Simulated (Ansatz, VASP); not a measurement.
**Two plane-wave programs on Al2Au**

POSCAR

```
Al2Au
1.0
    0.0000000000      3.0023346600      3.0023346600
    3.0023346600      0.0000000000      3.0023346600
    3.0023346600      3.0023346600      0.0000000000
Al Au
2 1
Direct
    0.2500000000      0.2500000000      0.2500000000
    0.7500000000      0.7500000000      0.7500000000
    0.0000000000      0.0000000000      0.0000000000
```

The input INCAR.step1:

```
SYSTEM = Al2Au
PREC = Accurate
ENCUT = 520
ISMEAR = 0
SIGMA = 0.1
LREAL = .False.
LASPH = .True.
NELM = 80
NBANDS = 16
GGA = PE
ALGO = Normal
EDIFF = 1E-4
LWAVE = .True.
LCHARG = .False.
```

The input INCAR.step2:

```
SYSTEM = Al2Au
PREC = Accurate
ENCUT = 520
EDIFF = 1E-7
ISMEAR = 0
SIGMA = 0.1
LREAL = .False.
LASPH = .True.
NELM = 80
ALGO = Normal
ISIF = 2
LWAVE = .False.
LCHARG = .True.
METAGGA = R2SCAN
LMIXTAU = .True.
LUSE_VDW = .True.
IVDW_NL = 2
BPARAM = 11.95
CPARAM = 0.0093
LELF = .True.
LVHAR = .True.
NBANDS = 16
ISTART = 1
```

The input KPOINTS:

```
regular mesh
0
Gamma
  6 6 6
  0 0 0
```

Input for Ansatz:

```yaml
crystal:
  lattice:
    - [0.0, 3.00233466, 3.00233466]
    - [3.00233466, 0.0, 3.00233466]
    - [3.00233466, 3.00233466, 0.0]
  atoms:
    - { symbol: Al, position: [0.25, 0.25, 0.25] }
    - { symbol: Al, position: [0.75, 0.75, 0.75] }
    - { symbol: Au, position: [0.0, 0.0, 0.0] }
basis:
  ecutwfc: 500
kpoints:
  mp_grid: { grid: [6, 6, 6] }
hamiltonian:
  xc: r2scan
  dispersion: rvv10
  pseudopotentials: { kind: paw, azcp: { folder: soft_1 } }
scf:
  occupations: { method: gaussian, width: 0.1 }
output:
  forces: true
  stress: true
  eigenvalues: true
```

Alike in both runs: task single point; functional r2SCAN; dispersion rVV10; k mesh 6 × 6 × 6; occupations gaussian, width 0.1 eV; no spin polarisation.

```csv
,VASP,Ansatz
version,VASP 6.6.1,Ansatz 0.2.0
potentials or method,"VASP PAW PBE potentials, release 64 (Al, Au), cutoff 520 eV","scalar-relativistic, plane waves, PAW"
valence electrons in the cell,17,25
```

|  | VASP | Ansatz | Ansatz less VASP |
| --- | --- | --- | --- |
| gap on the k mesh at the Fermi level (eV) | none | none | - |
| pressure (GPa) | -0.6 | -0.5 | +0.12 |

VASP's potentials were made for PBE, not for r2SCAN. A gap of «none» marks a metal or a gap that the smearing closes. VASP's potentials hold 17 valence electrons a cell and Ansatz's 25, so a difference there can come from the potentials and not from the codes.

Spin-orbit coupling is off throughout.
